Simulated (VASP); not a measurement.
# Nb (Im-3m) in VASP: notebook

Nb is run at these levels: revPBE, r2SCAN; tasks: single point.

Program: VASP 6.6.1. These are calculated values, not measurements. Logs are shortened: lines on timing, memory, paths and dates and some standing lists are left out, and cuts for length are marked.

### 1 The cell of the first run

Symmetry: Im-3m, No. 229, cubic system. Conventional cell: a = 3.244 Å, b = 3.244 Å, c = 3.244 Å, α = 90.00°, β = 90.00°, γ = 90.00°. Within 3.7 Å of Nb (site symmetry m-3m) lie 14 Nb at 2.81 to 3.24 Å.

### 2 Single point, revPBE

Contents of INCAR:

```
SYSTEM = Nb
  ALGO = Normal
  EDIFF = 1E-7
  ENCUT = 520
  GGA = RE
  ISIF = 2
  ISMEAR = -1
  LASPH = .TRUE.
  LCHARG = .TRUE.
  LELF = .TRUE.
  LREAL = .FALSE.
  LVHAR = .TRUE.
  LWAVE = .FALSE.
  NBANDS = 12
  NELM = 60
  PREC = Accurate
  SIGMA = 0.1069
```

Contents of KPOINTS:

```
k-points
0
G
  8 8 8
  0 0 0
```

Contents of POSCAR:

```
Nb
1.0
   -1.6220660000      1.6220660000      1.6220660000
    1.6220660000     -1.6220660000      1.6220660000
    1.6220660000      1.6220660000     -1.6220660000
Nb
1
Direct
    0.0000000000      0.0000000000      0.0000000000
```

Potentials or basis: VASP PAW PBE potentials, release 64 (Nb_sv).

The run is started by

```sh
> cat potpaw_PBE.64/Nb_sv/POTCAR > POTCAR
> mpirun -np 1 vasp_std > vasp.out
```

OUTCAR:

```text
SYSTEM = Nb
   EDIFF = 1E-7
   ENCUT = 520
   GGA = RE
   ISIF = 2
   ISMEAR = -1
   LASPH = .TRUE.
   LREAL = .FALSE.
   NELM = 60
   PREC = Accurate

 ion  position               nearest neighbor table
   1  0.000  0.000  0.000-

  LATTYP: Found a body centered cubic cell.
 ALAT       =     3.2441320000

  Lattice vectors:

 A1 = (  -1.6220660000,   1.6220660000,   1.6220660000)
 A2 = (   1.6220660000,  -1.6220660000,   1.6220660000)
 A3 = (   1.6220660000,   1.6220660000,  -1.6220660000)

Analysis of symmetry for initial positions (statically):
=====================================================================
 Subroutine PRICEL returns:
 Original cell was already a primitive cell.

 Routine SETGRP: Setting up the symmetry group for a
 body centered cubic supercell.

 Subroutine GETGRP returns: Found 48 space group operations
 (whereof 48 operations were pure point group operations)
 out of a pool of 48 trial point group operations.

The static configuration has the point symmetry O_h .

Analysis of symmetry for dynamics (positions and initial velocities):
=====================================================================
 Subroutine PRICEL returns:
 Original cell was already a primitive cell.

 Routine SETGRP: Setting up the symmetry group for a
 body centered cubic supercell.

 Subroutine GETGRP returns: Found 48 space group operations
 (whereof 48 operations were pure point group operations)
 out of a pool of 48 trial point group operations.

The dynamic configuration has the point symmetry O_h .

 Subroutine INISYM returns: Found 48 space group operations
 (whereof 48 operations are pure point group operations),
 and found     1 'primitive' translations

----------------------------------------------------------------------------------------

                                     Primitive cell

  volume of cell :      17.0713

  direct lattice vectors                    reciprocal lattice vectors
    -1.622066000  1.622066000  1.622066000     0.000000000  0.308248863  0.308248863
     1.622066000 -1.622066000  1.622066000     0.308248863  0.000000000  0.308248863
     1.622066000  1.622066000 -1.622066000     0.308248863  0.308248863  0.000000000

  length of vectors
     2.809500725  2.809500725  2.809500725     0.435929722  0.435929722  0.435929722

  position of ions in fractional coordinates (direct lattice)
     0.000000000  0.000000000  0.000000000

  ion indices of the primitive-cell ions
   primitive index   ion index
                 1           1

----------------------------------------------------------------------------------------

 KPOINTS: k-points

Automatic generation of k-mesh.
 Grid dimensions read from file:
 generate k-points for:    8    8    8

 Generating k-lattice:

  Cartesian coordinates                     Fractional coordinates (reciprocal lattice)
     0.000000000  0.038531108  0.038531108     0.125000000  0.000000000  0.000000000
     0.038531108  0.000000000  0.038531108     0.000000000  0.125000000  0.000000000
     0.038531108  0.038531108  0.000000000     0.000000000  0.000000000  0.125000000

  Length of vectors
     0.054491215  0.054491215  0.054491215

  Shift w.r.t. Gamma in fractional coordinates (k-lattice)
     0.000000000  0.000000000  0.000000000

 Subroutine IBZKPT returns following result:
 ===========================================

 Found     29 irreducible k-points:

 Following reciprocal coordinates:
            Coordinates               Weight
  0.000000  0.000000  0.000000      1.000000
  0.125000  0.000000  0.000000     12.000000
  0.250000  0.000000  0.000000     12.000000
  0.375000  0.000000  0.000000     12.000000
  0.500000  0.000000  0.000000      6.000000
  0.125000  0.125000  0.000000     24.000000
[... 16 lines left out ...]
 -0.250000  0.250000  0.250000      6.000000
 -0.375000  0.375000  0.250000     24.000000
 [... further k-points ...]
   k-points           NKPTS =     29   k-points in BZ     NKDIM =     29   number of bands    NBANDS=     12
   number of dos      NEDOS =    301   number of ions     NIONS =      1
   total plane-waves  NPLWV =  13824
   dimension x,y,z NGX =    24 NGY =   24 NGZ =   24
   dimension x,y,z NGXF=    48 NGYF=   48 NGZF=   48
   ions per type =               1
   NGX,Y,Z   is equivalent  to a cutoff of  14.20, 14.20, 14.20 a.u.
   NGXF,Y,Z  is equivalent  to a cutoff of  28.40, 28.40, 28.40 a.u.
 SYSTEM =  Nb
   PREC   = accura    normal or accurate (medium, high low for compatibility)
   ISTART =      0    job   : 0-new  1-cont  2-samecut
   ICHARG =      2    charge: 1-file 2-atom 10-const
   ISPIN  =      1    spin polarized calculation?
   LNONCOLLINEAR =      F non collinear calculations
   LSORBIT =      F    spin-orbit coupling
   LASPH  =      T    aspherical Exc in radial PAW
   ENCUT  =  520.0 eV  38.22 Ry    6.18 a.u.   5.22  5.22  5.22*2*pi/ulx,y,z
   NELM   =     60;   NELMIN=  2; NELMDL= -5     # of ELM steps
   EDIFF  = 0.1E-06   stopping-criterion for ELM
   LREAL  =      F    real-space projection
   EDIFFG = 0.1E-05   stopping-criterion for IOM
   NSW    =      0    number of steps for IOM
   IBRION =     -1    ionic relax: 0-MD 1-quasi-New 2-CG
   NFREE  =      0    steps in history (QN), initial steepest desc. (CG)
   ISIF   =      2    stress and relaxation
   ISYM   =      2    0-nonsym 1-usesym 2-fastsym
   POTIM  = 0.5000    time-step for ionic-motion
   TEBEG  =    0.0;   TEEND  =   0.0 temperature during run
   PSTRESS=    0.0 pullay stress
   NELECT =      13.0000    total number of electrons
   NUPDOWN=      -1.0000    fix difference up-down
   EMIN   =  10.00;   EMAX   =-10.00  energy-range for DOS
   EFERMI =   0.00;   METHOD = LEGACY
   ISMEAR =    -1;   SIGMA  =   0.11  broadening in eV -4-tet -1-fermi 0-gaus
   EFERMI_NEDOS =   21; number of points for ismear=-14 and -15
   IALGO  =     38    algorithm
   IMIX   =      4    mixing-type and parameters
     AMIX     =   0.40;   BMIX     =  1.00
     AMIX_MAG =   1.60;   BMIX_MAG =  1.00
  volume/ion in A,a.u.               =      17.07       115.20
  Fermi-wavevector in a.u.,A,eV,Ry     =   1.494976  2.825094 30.408368  2.234952
  Thomas-Fermi vector in A             =   2.607180
   LORBIT       =      0    0 simple, 1 ext, 2 COOP (PROOUT), +10 PAW based schemes
   GGA     = RE    functional components
   LHFCALC =     F    Hartree Fock is set to
   AEXX    =    0.0000 exact exchange contribution
   IVDW    =     0    specifies the selected vdW correction
   LEPSILON=     F    determine dielectric tensor
   LRPA    =     F    only Hartree local field effects (RPA)
 non-spin polarized calculation
  energy-cutoff  :      520.00
  volume of cell :       17.07
 maximum number of plane-waves:       471
 NGX is ok and might be reduce to    24
   NGX = 11   NGY = 11   NGZ = 11

 number of electron      13.0000001 magnetization

 Free energy of the ion-electron system (eV)
  ---------------------------------------------------
  ext. energy  EPLUGINS =         0.00000000
  ---------------------------------------------------
  free energy    TOTEN  =        -9.80493975 eV

  energy without entropy =       -9.75587176  energy(sigma->0) =       -9.78040575

 E-fermi :  11.9247     XC(G=0): -12.7377

 val. band max:       11.8797045173   @ k =   0.2500   0.0000   0.0000
 cond. band min:      11.9359663402   @ k =   0.1250   0.0000   0.0000
 fundamental gap:      0.0562618229
 Fermi energy:        11.9246884831

 k-point     1 :       0.0000    0.0000    0.0000
  band No.  band energies     occupation
      1     -42.3446      2.00000
      2     -17.5161      2.00000
      3     -17.5161      2.00000
      4     -17.5161      2.00000
      5       5.9660      2.00000
      6      12.3361      0.04174
      7      12.3361      0.04174
      8      12.3361      0.04174
      9      15.4279      0.00000
     10      15.4279      0.00000
     11      26.3542      0.00000
     12      26.3542      0.00000

 k-point     2 :       0.1250    0.0000    0.0000
  band No.  band energies     occupation
      1     -42.3012      2.00000
      2     -17.7679      2.00000
      3     -17.5919      2.00000
      4     -17.5186      2.00000
      5       6.6224      2.00000
      6      11.9360      0.94730
      7      12.1971      0.14504
      8      12.9895      0.00009
      9      14.9310      0.00000
     10      15.4361      0.00000
     11      26.8445      0.00000
     12      27.5070      0.00000

 k-point     3 :       0.2500    0.0000    0.0000
  band No.  band energies     occupation
      1     -42.1951      2.00000
      2     -18.3474      2.00000
      3     -17.7708      2.00000
      4     -17.5247      2.00000
      5       7.9604      2.00000
      6      11.1117      1.99901
      7      11.8797      1.20735
      8      14.8166      0.00000
      9      14.8813      0.00000
     10      15.5876      0.00000
     11      26.6453      0.00000
     12      28.5770      0.00000

 k-point     4 :       0.3750    0.0000    0.0000
  band No.  band energies     occupation
      1     -42.0867      2.00000
      2     -18.8935      2.00000
      3     -17.9441      2.00000
      4     -17.5311      2.00000
      5       8.2354      2.00000
      6      10.4236      2.00000
      7      13.1421      0.00002
      8      15.4191      0.00000
      9      15.9656      0.00000
     10      17.3020      0.00000
     11      24.7477      0.00000
     12      26.2711      0.00000

 k-point     5 :       0.5000    0.0000    0.0000
  band No.  band energies     occupation
      1     -42.0410      2.00000
      2     -19.1113      2.00000
      3     -18.0143      2.00000
      4     -17.5338      2.00000
      5       8.0455      2.00000
      6      10.1672      2.00000
      7      14.5556      0.00000
      8      15.4952      0.00000
      9      16.2207      0.00000
     10      18.7931      0.00000
     11      23.7850      0.00000
     12      24.8861      0.00000
[... 228 lines left out ...]
      1     -41.9626      2.00000
      2     -18.6657      2.00000
      3     -18.6657      2.00000
      4     -17.8174      2.00000
      5      10.2842      2.00000
      6      10.2842      2.00000
      7      10.6105      1.99999
      8      16.0238      0.00000
      9      16.0238      0.00000
     10      23.0614      0.00000
     11      23.9152      0.00000
     12      23.9152      0.00000

 k-point    22 :       0.2500    0.2500    0.2500
  band No.  band energies     occupation
      1     -42.0164      2.00000
      2     -18.3322      2.00000
      3     -18.3322      2.00000
      4     -18.3322      2.00000
      5      10.8663      1.99990
      6      10.8663      1.99990
      7      10.8663      1.99990
      8      16.3690      0.00000
      9      16.3690      0.00000
     10      22.0366      0.00000
     11      24.5105      0.00000
     12      24.5105      0.00000

 k-point    23 :      -0.2500    0.2500    0.2500
  band No.  band energies     occupation
      1     -42.0678      2.00000
      2     -18.3816      2.00000
      3     -18.0494      2.00000
      4     -18.0494      2.00000
      5       9.5039      2.00000
      6      10.7364      1.99997
      7      12.9828      0.00010
      8      12.9828      0.00010
      9      14.6170      0.00000
     10      17.0714      0.00000
     11      27.0447      0.00000
     12      30.8074      0.00000

 k-point    24 :      -0.3750    0.3750    0.2500
  band No.  band energies     occupation
      1     -41.9759      2.00000
      2     -18.6994      2.00000
      3     -18.2382      2.00000
      4     -18.0998      2.00000
      5       9.4439      2.00000
      6      10.0020      2.00000
      7      12.9771      0.00011
      8      13.7844      0.00000
      9      16.7254      0.00000
     10      18.2516      0.00000
     11      26.4788      0.00000
     12      28.4503      0.00000

 [... further k-points ...]

------------------------ aborting loop because EDIFF is reached ----------------------------------------

  FORCE on cell =-STRESS in cart. coord.  units (eV):
  Direction    XX          YY          ZZ          XY          YZ          ZX
  --------------------------------------------------------------------------------------
  -------------------------------------------------------------------------------------
  Total        1.5199445      1.5199445      1.5199445     -0.0000000     -0.0000000      0.0000000
  in kB      142.6503182    142.6503182    142.6503182     -0.0000000     -0.0000000      0.0000000
  external PRESSURE =     142.6503182 kB  Pullay stress =       0.0000000 kB

 VOLUME and BASIS-vectors are now :
 -----------------------------------------------------------------------------
  energy-cutoff  :      520.00
  volume of cell :       17.07
      direct lattice vectors                 reciprocal lattice vectors
    -1.622066000  1.622066000  1.622066000     0.000000000  0.308248863  0.308248863
     1.622066000 -1.622066000  1.622066000     0.308248863  0.000000000  0.308248863
     1.622066000  1.622066000 -1.622066000     0.308248863  0.308248863  0.000000000

 POSITION                                       TOTAL-FORCE (eV/Angst)
 -----------------------------------------------------------------------------------
      0.00000      0.00000      0.00000         0.000000      0.000000      0.000000
 -----------------------------------------------------------------------------------
    total drift:                                0.000000      0.000000     -0.000000

  FREE ENERGIE OF THE ION-ELECTRON SYSTEM (eV)
  ---------------------------------------------------
  free  energy   TOTEN  =        -9.8049397483 eV

  energy  without entropy=       -9.7558717564  energy(sigma->0) =       -9.78040575
```

Wall time 5.6 s (1 thread of Intel Xeon Platinum 8375C at 2.90GHz (Ice Lake), shared host); peak memory 0.13 GiB.

What came out:

| Quantity | Value |
| --- | --- |
| Free energy | -9.8049 eV |
| Pressure | 14.3 GPa |

Levels at points of the mesh, in eV from the Fermi level:
```csv
k point,band 4,band 5,band 6,band 7,band 8,band 9
"(0.00, 0.00, 0.00)",-29.44,-5.96,0.41,0.41,0.41,3.50
"(0.50, 0.00, 0.00)",-29.46,-3.88,-1.76,2.63,3.57,4.30
"(0.50, 0.50, 0.50)",-30.52,-3.97,-3.97,6.03,6.03,6.03
```

Caveat: the PAW data sets were made with another functional, which shifts forces and pressure a little.

(Continued in part 2 of 2.)
